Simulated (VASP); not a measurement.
# KTaO3 (Pm-3m) in VASP: a series of runs

The runs below take KTaO3 through single point, relaxation of cell and atoms, with LDA, PBEsol, PBE.

Program: VASP 6.6.1. These are calculated values, not measurements. Logs are shortened: lines on timing, memory, paths and dates and some standing lists are left out, and cuts for length are marked.

### 1 The cell of the first run

Symmetry: Pm-3m, No. 221, cubic system. The conventional cell has a = 4.041 Å, b = 4.041 Å, c = 4.041 Å, α = 90.00°, β = 90.00°, γ = 90.00°. Ta (site symmetry m-3m) has 6 O at 2.02 Å within 2.7 Å. K (site symmetry m-3m) has 12 O at 2.86 Å and 8 Ta at 3.50 Å within 3.8 Å. O (site symmetry 4/mmm) has 2 Ta at 2.02 Å within 2.7 Å.

### 2 Single point, LDA

Contents of INCAR:

```
ALGO     = Normal         # electronic algorithm
EDIFF    = 1E-7           # SCF threshold, eV
ENCUT    = 520            # plane-wave cutoff, eV
GGA      = CA             # functional
ISIF     = 2              # what is computed and relaxed
ISMEAR   = -1             # smearing method
LASPH    = T              # aspherical terms in the spheres
LCHARG   = F              # write CHGCAR
LREAL    = F              # projectors in reciprocal space
LWAVE    = F              # write WAVECAR
NBANDS   = 27             # bands
NELM     = 80             # most SCF steps
PREC     = Accurate       # precision mode
SIGMA    = 0.05           # smearing width, eV
```

Contents of KPOINTS:

```
k-points
0
Gamma
  7 7 7
```

Contents of POSCAR:

```
KTaO3
1.0
    4.0407836503      0.0000000000      0.0000000000
    0.0000000000      4.0407836503      0.0000000000
    0.0000000000      0.0000000000      4.0407836503
Ta K O
1 1 3
Direct
    0.0000000000      0.0000000000      0.0000000000
    0.5000000000      0.5000000000      0.5000000000
    0.0000000000      0.0000000000      0.5000000000
    0.0000000000      0.5000000000      0.0000000000
    0.5000000000      0.0000000000      0.0000000000
```

Potentials or basis: VASP PAW LDA potentials, release 64 (Ta_pv, K_sv, O).

Started as:

```sh
$ cat potpaw_LDA.64/Ta_pv/POTCAR potpaw_LDA.64/K_sv/POTCAR potpaw_LDA.64/O/POTCAR > POTCAR
$ mpirun -np 1 vasp_std > vasp.out
```

OUTCAR:

```text
EDIFF = 1E-7
   ENCUT = 520
   GGA = CA
   ISIF = 2
   ISMEAR = -1
   LASPH = T
   LREAL = F
   NELM = 80
   PREC = Accurate

 ion  position               nearest neighbor table
   1  0.000  0.000  0.000-   3 2.02   4 2.02   5 2.02   3 2.02   4 2.02   5 2.02   2 3.50   2 3.50
                             2 3.50   2 3.50   2 3.50   2 3.50   2 3.50   2 3.50
   2  0.500  0.500  0.500-   3 2.86   4 2.86   5 2.86   4 2.86   5 2.86   3 2.86   5 2.86   5 2.86
                             3 2.86   4 2.86   4 2.86   3 2.86   1 3.50   1 3.50   1 3.50   1 3.50
   3  0.000  0.000  0.500-   1 2.02   1 2.02   2 2.86   2 2.86   2 2.86   2 2.86
   4  0.000  0.500  0.000-   1 2.02   1 2.02   2 2.86   2 2.86   2 2.86   2 2.86
   5  0.500  0.000  0.000-   1 2.02   1 2.02   2 2.86   2 2.86   2 2.86   2 2.86

  LATTYP: Found a simple cubic cell.
 ALAT       =     4.0407836503

  Lattice vectors:

 A1 = (   4.0407836503,   0.0000000000,   0.0000000000)
 A2 = (   0.0000000000,   4.0407836503,   0.0000000000)
 A3 = (   0.0000000000,   0.0000000000,   4.0407836503)

Analysis of symmetry for initial positions (statically):
=====================================================================
 Subroutine PRICEL returns:
 Original cell was already a primitive cell.

 Routine SETGRP: Setting up the symmetry group for a
 simple cubic supercell.

 Subroutine GETGRP returns: Found 48 space group operations
 (whereof 48 operations were pure point group operations)
 out of a pool of 48 trial point group operations.

The static configuration has the point symmetry O_h .

Analysis of symmetry for dynamics (positions and initial velocities):
=====================================================================
 Subroutine PRICEL returns:
 Original cell was already a primitive cell.

 Routine SETGRP: Setting up the symmetry group for a
 simple cubic supercell.

 Subroutine GETGRP returns: Found 48 space group operations
 (whereof 48 operations were pure point group operations)
 out of a pool of 48 trial point group operations.

The dynamic configuration has the point symmetry O_h .

 Subroutine INISYM returns: Found 48 space group operations
 (whereof 48 operations are pure point group operations),
 and found     1 'primitive' translations

----------------------------------------------------------------------------------------

                                     Primitive cell

  volume of cell :      65.9776

[... 89 lines left out ...]
   EDIFF  = 0.1E-06   stopping-criterion for ELM
   LREAL  =      F    real-space projection
   EDIFFG = 0.1E-05   stopping-criterion for IOM
   NSW    =      0    number of steps for IOM
   IBRION =     -1    ionic relax: 0-MD 1-quasi-New 2-CG
   NFREE  =      0    steps in history (QN), initial steepest desc. (CG)
   ISIF   =      2    stress and relaxation
   ISYM   =      2    0-nonsym 1-usesym 2-fastsym
   POTIM  = 0.5000    time-step for ionic-motion
   TEBEG  =    0.0;   TEEND  =   0.0 temperature during run
   PSTRESS=    0.0 pullay stress
   NELECT =      38.0000    total number of electrons
   NUPDOWN=      -1.0000    fix difference up-down
   EMIN   =  10.00;   EMAX   =-10.00  energy-range for DOS
   EFERMI =   0.00;   METHOD = LEGACY
   ISMEAR =    -1;   SIGMA  =   0.05  broadening in eV -4-tet -1-fermi 0-gaus
   EFERMI_NEDOS =   21; number of points for ismear=-14 and -15
   IALGO  =     38    algorithm
   IMIX   =      4    mixing-type and parameters
     AMIX     =   0.40;   BMIX     =  1.00
     AMIX_MAG =   1.60;   BMIX_MAG =  1.00
  volume/ion in A,a.u.               =      13.20        89.05
  Fermi-wavevector in a.u.,A,eV,Ry     =   1.362084  2.573965 25.242504  1.855272
  Thomas-Fermi vector in A             =   2.488604
   LORBIT       =      0    0 simple, 1 ext, 2 COOP (PROOUT), +10 PAW based schemes
   GGA     = CA    functional components
   LHFCALC =     F    Hartree Fock is set to
   AEXX    =    0.0000 exact exchange contribution
   IVDW    =     0    specifies the selected vdW correction
   LEPSILON=     F    determine dielectric tensor
   LRPA    =     F    only Hartree local field effects (RPA)
 non-spin polarized calculation
  energy-cutoff  :      520.00
  volume of cell :       65.98
 maximum number of plane-waves:      1800
 NGX is ok and might be reduce to    30
   NGX = 15   NGY = 15   NGZ = 15

 number of electron      37.9999981 magnetization

 Free energy of the ion-electron system (eV)
  ---------------------------------------------------
  ext. energy  EPLUGINS =         0.00000000
  ---------------------------------------------------
  free energy    TOTEN  =       -44.91592307 eV

  energy without entropy =      -44.91592307  energy(sigma->0) =      -44.91592307

 E-fermi :   2.2338     XC(G=0): -11.2302

 val. band max:        1.1968231652   @ k =   0.4286   0.4286   0.4286
 cond. band min:       3.1937416173   @ k =   0.0000   0.0000   0.0000
 fundamental gap:      1.9969184522
 Fermi energy:         2.2337671233

 k-point     1 :       0.0000    0.0000    0.0000
  band No.  band energies     occupation
      1     -32.8292      2.00000
      2     -32.8292      2.00000
      3     -32.8292      2.00000
      4     -25.6510      2.00000
      5     -15.8620      2.00000
      6     -15.1357      2.00000
[... 589 lines left out ...]
     26      11.7248      0.00000
     27      12.9739      0.00000

------------------------ aborting loop because EDIFF is reached ----------------------------------------

  FORCE on cell =-STRESS in cart. coord.  units (eV):
  Direction    XX          YY          ZZ          XY          YZ          ZX
  --------------------------------------------------------------------------------------
  -------------------------------------------------------------------------------------
  Total       -4.7461382     -4.7461382     -4.7461382     -0.0000000     -0.0000000      0.0000000
  in kB     -115.2535127   -115.2535127   -115.2535127     -0.0000000     -0.0000000      0.0000000
  external PRESSURE =    -115.2535127 kB  Pullay stress =       0.0000000 kB

 VOLUME and BASIS-vectors are now :
 -----------------------------------------------------------------------------
  energy-cutoff  :      520.00
  volume of cell :       65.98
      direct lattice vectors                 reciprocal lattice vectors
     4.040783650  0.000000000  0.000000000     0.247476749  0.000000000  0.000000000
     0.000000000  4.040783650  0.000000000     0.000000000  0.247476749  0.000000000
     0.000000000  0.000000000  4.040783650     0.000000000  0.000000000  0.247476749

 POSITION                                       TOTAL-FORCE (eV/Angst)
 -----------------------------------------------------------------------------------
      0.00000      0.00000      0.00000         0.000000      0.000000      0.000000
      2.02039      2.02039      2.02039         0.000000      0.000000      0.000000
      0.00000      0.00000      2.02039         0.000000      0.000000      0.000000
      0.00000      2.02039      0.00000         0.000000      0.000000      0.000000
      2.02039      0.00000      0.00000         0.000000      0.000000      0.000000
 -----------------------------------------------------------------------------------
    total drift:                                0.000000     -0.000000      0.000000

  FREE ENERGIE OF THE ION-ELECTRON SYSTEM (eV)
  ---------------------------------------------------
  free  energy   TOTEN  =       -44.9159230685 eV

  energy  without entropy=      -44.9159230680  energy(sigma->0) =      -44.91592307
```

Run time: 51 s. Hardware: 1 thread of Intel Xeon 8259CL, shared host; peak memory 0.17 GiB.

What came out:

* Free energy: -44.9159 eV
* Pressure: -11.5 GPa
* Band gap on the k mesh: 2.00 eV (least direct gap 2.58 eV)

Levels at points of the mesh, in eV from the valence-band top:
```
           k point  band 16  band 17  band 18  band 19  band 20  band 21  band 22  band 23
(0.00, 0.00, 0.00)    -0.96    -0.58    -0.58    -0.58     2.00     2.00     2.00     6.13
```

Caveat: the cell stands under tension; spin-orbit coupling is left out, which moves the levels of the heavy elements; an odd mesh through Γ misses points on the zone boundary, where band edges can lie.

(Continued in part 2 of 2.)
